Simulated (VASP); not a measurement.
Runs of VASP 6.6.1 on In. The structure is that of space group Im-3m (No. 229), or close to it. The cells are those of the table. 

```tsv
task	spin	cell	k mesh	cutoff (eV)	gap on the mesh (eV)	pressure (GPa)
single point	off	a = 3.097 Å, angles 109.5°, 1 atom	14 × 14 × 14	520	none	4.9
single point	off	a = 3.227 Å, angles 109.5°, 1 atom	14 × 14 × 14	520	none	(a)
single point	non-collinear, zero start, SOC	a = 3.185 Å, angles 109.5°, 1 atom	12 × 12 × 12	520	-	0.0
single point	off	a = 3.185 Å, angles 109.5°, 1 atom	14 × 14 × 14	520	none	-0.1
relaxation of cell and atoms	off	relaxed from a = 3.238 Å, angles 109.5°, 1 atom	12 × 12 × 12	600	none	0.0
single point	off	a = 3.142 Å, angles 109.5°, 1 atom	14 × 14 × 14	520	none	(b)
single point	off	a = 3.185 Å, angles 109.5°, 1 atom	20 × 20 × 20	520	none	0.0
single point	off	a = 3.307 Å, angles 109.5°, 1 atom	14 × 14 × 14	520	none	-4.1
```

Alike in all rows: level LDA; potentials or basis VASP PAW LDA potentials, release 64 (In_d); smearing fermi-dirac 0.1 eV.

Question: Fill in the values left out.

Answer: (a) -1.8; (b) 2.1.

Caveats: spin-orbit coupling is left out, which moves the levels of the heavy elements (some runs).

A k mesh can miss the band edges, and rows without SOC leave out spin-orbit coupling on In.

A gap of «none» marks levels without a gap at the run's occupations.
